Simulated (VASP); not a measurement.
# Br (Cmce) in VASP: further runs, part 2 of 2

VASP 6.6.1.

**5. Single point, RPBE+D3(BJ)**

This run uses another cell than the first one, of 24.94 Å³/atom, 0.734 times its volume.

The input, INCAR:

```
SYSTEM = Br
ALGO = Normal
EDIFF = 1E-7
ENCUT = 520
GGA = RP
ISIF = 2
ISMEAR = -1
IVDW = 12
LASPH = .True.
LCHARG = .True.
LELF = .True.
LREAL = .False.
LVHAR = .True.
LWAVE = .False.
NBANDS = 22
NELM = 80
PREC = Accurate
SIGMA = 0.05
```

The input, KPOINTS:

```
k-points
0
Gamma
  7 7 3
  0 0 0
```

The input, POSCAR:

```
Br
1.0
    3.1242110096     -1.9142938145      0.0000000000
    3.1242110096      1.9142938145      0.0000000000
    0.0000000000      0.0000000000      8.3398832523
Br
4
Direct
    0.3284098408      0.6715901592      0.3783465906
    0.1715901592      0.8284098408      0.8783465906
    0.6715901592      0.3284098408      0.6216534094
    0.8284098408      0.1715901592      0.1216534094
```

Potentials or basis: VASP PAW PBE potentials, release 64 (Br).

Launch:

```sh
$ cat potpaw_PBE.64/Br/POTCAR > POTCAR
$ mpirun -np 1 vasp_std > vasp.out
```

OUTCAR:

```text
SYSTEM = Br
   EDIFF = 1E-7
   ENCUT = 520
   GGA = RP
   ISIF = 2
   ISMEAR = -1
   IVDW = 12
   LASPH = .True.
   LREAL = .False.
   NELM = 80
   PREC = Accurate
 IVDW          = 12

 ion  position               nearest neighbor table
   1  0.328  0.672  0.378-   3 2.42
   2  0.172  0.828  0.878-   4 2.42
   3  0.672  0.328  0.622-   1 2.42
   4  0.828  0.172  0.122-   2 2.42

  LATTYP: Found a base centered orthorhombic cell.
 ALAT       =     3.8285876290
 B/A-ratio  =     1.6320436215
 C/A-ratio  =     2.1783184977

  Lattice vectors:

 A1 = (  -3.1242110096,  -1.9142938145,   0.0000000000)
 A2 = (   3.1242110096,  -1.9142938145,   0.0000000000)
 A3 = (   0.0000000000,   0.0000000000,   8.3398832523)

Analysis of symmetry for initial positions (statically):
=====================================================================
 Subroutine PRICEL returns:
 Original cell was already a primitive cell.

 Routine SETGRP: Setting up the symmetry group for a
 base centered orthorhombic supercell.

 Subroutine GETGRP returns: Found  8 space group operations
 (whereof  4 operations were pure point group operations)
 out of a pool of  8 trial point group operations.

The static configuration has the point symmetry C_2h.
 The point group associated with its full space group is D_2h.

Analysis of symmetry for dynamics (positions and initial velocities):
=====================================================================
 Subroutine PRICEL returns:
 Original cell was already a primitive cell.

 Routine SETGRP: Setting up the symmetry group for a
 base centered orthorhombic supercell.

 Subroutine GETGRP returns: Found  8 space group operations
 (whereof  4 operations were pure point group operations)
 out of a pool of  8 trial point group operations.

The dynamic configuration has the point symmetry C_2h.
 The point group associated with its full space group is D_2h.

 Subroutine INISYM returns: Found  8 space group operations
 (whereof  4 operations are pure point group operations),
 and found     1 'primitive' translations

----------------------------------------------------------------------------------------

                                     Primitive cell

  volume of cell :      99.7560

  direct lattice vectors                    reciprocal lattice vectors
     3.124211010 -1.914293814  0.000000000     0.160040407 -0.261192925  0.000000000
     3.124211010  1.914293814  0.000000000     0.160040407  0.261192925  0.000000000
     0.000000000  0.000000000  8.339883252     0.000000000  0.000000000  0.119905755

  length of vectors
     3.664043564  3.664043564  8.339883252     0.306324461  0.306324461  0.119905755

  position of ions in fractional coordinates (direct lattice)
     0.328409841  0.671590159  0.378346591
     0.171590159  0.828409841  0.878346591
     0.671590159  0.328409841  0.621653409
     0.828409841  0.171590159  0.121653409

  ion indices of the primitive-cell ions
   primitive index   ion index
                 1           1
                 2           2
                 3           3
                 4           4

----------------------------------------------------------------------------------------

 KPOINTS: k-points

Automatic generation of k-mesh.
 Grid dimensions read from file:
 generate k-points for:    7    7    3

 Generating k-lattice:

  Cartesian coordinates                     Fractional coordinates (reciprocal lattice)
     0.022862915 -0.037313275  0.000000000     0.142857143  0.000000000  0.000000000
     0.022862915  0.037313275  0.000000000     0.000000000  0.142857143  0.000000000
     0.000000000  0.000000000  0.039968585     0.000000000  0.000000000  0.333333333

  Length of vectors
     0.043760637  0.043760637  0.039968585

  Shift w.r.t. Gamma in fractional coordinates (k-lattice)
     0.000000000  0.000000000  0.000000000

 Subroutine IBZKPT returns following result:
 ===========================================

 Found     32 irreducible k-points:

 Following reciprocal coordinates:
            Coordinates               Weight
  0.000000  0.000000  0.000000      1.000000
  0.142857  0.000000  0.000000      4.000000
  0.285714  0.000000  0.000000      4.000000
  0.428571  0.000000  0.000000      4.000000
  0.142857  0.142857  0.000000      2.000000
  0.285714  0.142857  0.000000      4.000000
[... 16 lines left out ...]
  0.428571  0.142857  0.333333      8.000000
 -0.428571  0.142857  0.333333      8.000000
 [... further k-points ...]
   k-points           NKPTS =     32   k-points in BZ     NKDIM =     32   number of bands    NBANDS=     22
   number of dos      NEDOS =    301   number of ions     NIONS =      4
   total plane-waves  NPLWV =  50176
   dimension x,y,z NGX =    28 NGY =   28 NGZ =   64
   dimension x,y,z NGXF=    56 NGYF=   56 NGZF=  128
   ions per type =               4
   NGX,Y,Z   is equivalent  to a cutoff of  12.70, 12.70, 12.76 a.u.
   NGXF,Y,Z  is equivalent  to a cutoff of  25.41, 25.41, 25.52 a.u.
 SYSTEM =  Br
   PREC   = accura    normal or accurate (medium, high low for compatibility)
   ISTART =      0    job   : 0-new  1-cont  2-samecut
   ICHARG =      2    charge: 1-file 2-atom 10-const
   ISPIN  =      1    spin polarized calculation?
   LNONCOLLINEAR =      F non collinear calculations
   LSORBIT =      F    spin-orbit coupling
   LASPH  =      T    aspherical Exc in radial PAW
   ENCUT  =  520.0 eV  38.22 Ry    6.18 a.u.   6.81  6.81 15.51*2*pi/ulx,y,z
   NELM   =     80;   NELMIN=  2; NELMDL= -5     # of ELM steps
   EDIFF  = 0.1E-06   stopping-criterion for ELM
   LREAL  =      F    real-space projection
   EDIFFG = 0.1E-05   stopping-criterion for IOM
   NSW    =      0    number of steps for IOM
   IBRION =     -1    ionic relax: 0-MD 1-quasi-New 2-CG
   NFREE  =      0    steps in history (QN), initial steepest desc. (CG)
   ISIF   =      2    stress and relaxation
   ISYM   =      2    0-nonsym 1-usesym 2-fastsym
   POTIM  = 0.5000    time-step for ionic-motion
   TEBEG  =    0.0;   TEEND  =   0.0 temperature during run
   PSTRESS=    0.0 pullay stress
   NELECT =      28.0000    total number of electrons
   NUPDOWN=      -1.0000    fix difference up-down
   EMIN   =  10.00;   EMAX   =-10.00  energy-range for DOS
   EFERMI =   0.00;   METHOD = LEGACY
   ISMEAR =    -1;   SIGMA  =   0.05  broadening in eV -4-tet -1-fermi 0-gaus
   EFERMI_NEDOS =   21; number of points for ismear=-14 and -15
   IALGO  =     38    algorithm
   IMIX   =      4    mixing-type and parameters
     AMIX     =   0.40;   BMIX     =  1.00
     AMIX_MAG =   1.60;   BMIX_MAG =  1.00
  volume/ion in A,a.u.               =      24.94       168.30
  Fermi-wavevector in a.u.,A,eV,Ry     =   1.071884  2.025567 15.632220  1.148936
  Thomas-Fermi vector in A             =   2.207638
   LORBIT       =      0    0 simple, 1 ext, 2 COOP (PROOUT), +10 PAW based schemes
   GGA     = RP    functional components
   LHFCALC =     F    Hartree Fock is set to
   AEXX    =    0.0000 exact exchange contribution
   IVDW    =    12    specifies the selected vdW correction
   LEPSILON=     F    determine dielectric tensor
   LRPA    =     F    only Hartree local field effects (RPA)
 non-spin polarized calculation
  energy-cutoff  :      520.00
  volume of cell :       99.76
 maximum number of plane-waves:      2714
   NGX = 13   NGY = 13   NGZ = 31

 number of electron      27.9999995 magnetization

 Free energy of the ion-electron system (eV)
  ---------------------------------------------------
  ext. energy  EPLUGINS =         0.00000000
  ---------------------------------------------------
  free energy    TOTEN  =        -4.51813604 eV

  energy without entropy =       -4.51813419  energy(sigma->0) =       -4.51813512

 E-fermi :   3.0734     XC(G=0):  -9.1799

 val. band max:        2.5439333946   @ k =   0.0000   0.0000   0.0000
 cond. band min:       3.6199226935   @ k =  -0.4286   0.4286   0.0000
 fundamental gap:      1.0759892989
 Fermi energy:         3.0733932482

 k-point     1 :       0.0000    0.0000    0.0000
  band No.  band energies     occupation
      1     -14.1376      2.00000
      2     -13.0585      2.00000
      3     -12.1037      2.00000
      4     -10.1358      2.00000
      5      -3.2437      2.00000
      6      -1.0578      2.00000
[... 574 lines left out ...]
      6      -2.9936      2.00000
[... 14 lines left out ...]
     21      13.4832      0.00000
     22      14.0144      0.00000

 [... further k-points ...]

------------------------ aborting loop because EDIFF is reached ----------------------------------------

 Edisp (eV)   -3.88457

 E8    (eV) :    -2.1708

  FORCE on cell =-STRESS in cart. coord.  units (eV):
  Direction    XX          YY          ZZ          XY          YZ          ZX
  --------------------------------------------------------------------------------------
  -------------------------------------------------------------------------------------
  Total      -0.01116    -0.01274     0.00748     0.00000     0.00000     0.00000
  in kB      -0.17919    -0.20464     0.12010     0.00000     0.00000     0.00000
  external pressure =       -0.09 kB  Pullay stress =        0.00 kB

 VOLUME and BASIS-vectors are now :
 -----------------------------------------------------------------------------
  energy-cutoff  :      520.00
  volume of cell :       99.76
      direct lattice vectors                 reciprocal lattice vectors
     3.124211010 -1.914293814  0.000000000     0.160040407 -0.261192925  0.000000000
     3.124211010  1.914293814  0.000000000     0.160040407  0.261192925  0.000000000
     0.000000000  0.000000000  8.339883252     0.000000000  0.000000000  0.119905755

 POSITION                                       TOTAL-FORCE (eV/Angst)
 -----------------------------------------------------------------------------------
      3.12421      0.65695      3.15537         0.000000     -0.001892      0.000854
      3.12421      1.25735      7.32531         0.000000      0.001892      0.000854
      3.12421     -0.65695      5.18452         0.000000      0.001892     -0.000854
      3.12421     -1.25735      1.01458         0.000000     -0.001892     -0.000854
 -----------------------------------------------------------------------------------
    total drift:                                0.000000      0.000000      0.000000

  FREE ENERGIE OF THE ION-ELECTRON SYSTEM (eV)
  ---------------------------------------------------
  free  energy   TOTEN  =        -8.4027079959 eV

  energy  without entropy=       -8.4027061470  energy(sigma->0) =       -8.40270707
```

stdout:

```text
POSCAR found type information on POSCAR Br
 POSCAR found :  1 types and       4 ions
 scaLAPACK will be used
 -----------------------------------------------------------------------------
|                                                                             |
|                                                                             |
|     You enforced a specific xc type in the INCAR file but a different       |
|     I HOPE YOU KNOW WHAT YOU ARE DOING!                                     |
|                                                                             |
 -----------------------------------------------------------------------------

 LDA part: xc-table for (Slater+PW92), standard interpolation
 POSCAR, INCAR and KPOINTS ok, starting setup
 FFT: planning ... GRIDC
 FFT: planning ... GRID_SOFT
 FFT: planning ... GRID
 WAVECAR not read
 entering main loop
```

Run time: 35 s. Hardware: 1 thread of Intel Xeon 6975P-C (Granite Rapids), shared host; peak memory 0.23 GiB.

What came out:

* Free energy: -8.4027 eV
* Pressure: 0.0 GPa
* Band gap on the k mesh: 1.08 eV, indirect (least direct gap 1.43 eV)
* Dispersion energy per atom: -0.971 eV

Forces in eV/Å, atoms in the order of the input:
```
Br   0.000 -0.002  0.001
Br   0.000  0.002  0.001
Br   0.000  0.002 -0.001
Br   0.000 -0.002 -0.001
```

Caveat: the PAW data sets were made with another functional, which shifts forces and pressure a little. A k mesh can miss the band edges.

**6. The runs side by side**

| level | cell | smearing | gap on the mesh (eV) | pressure (GPa) | largest force (eV/Å) |
| --- | --- | --- | --- | --- | --- |
| revPBE | a = 4.087, b = 4.087, c = 8.702 Å, angles 90.0, 90.0, 69.3°, 4 atoms | fermi-dirac 0.05 eV | 1.96 | 3.1 | 0.86 |
| BLYP | a = 4.087, b = 4.087, c = 8.702 Å, angles 90.0, 90.0, 69.3°, 4 atoms | fermi-dirac 0.05 eV | 1.88 | 3.8 | 1.29 |
| PBE | a = 4.087, b = 4.087, c = 8.702 Å, angles 90.0, 90.0, 69.3°, 4 atoms | gaussian 0.012 eV | 1.90 | 1.9 | 0.88 |
| RPBE+D3(BJ) | a = 3.664, b = 3.664, c = 8.340 Å, angles 90.0, 90.0, 63.0°, 4 atoms | fermi-dirac 0.05 eV | 1.08 | 0.0 | - |

Alike in all rows: task single point; potentials or basis VASP PAW PBE potentials, release 64 (Br); no spin polarisation; k mesh 7 × 7 × 3; cutoff (eV) 520.

On the cell as given the gap runs from 1.88 eV (BLYP) to 1.96 eV (revPBE). The pressure there spans 1.9 GPa (PBE) to 3.8 GPa (BLYP); a positive pressure means that this level wants a larger cell, a negative one a smaller.

Caveats: the PAW data sets were made with another functional, which shifts forces and pressure a little (some runs).

Absolute energies hang on the potentials; compare differences alone.
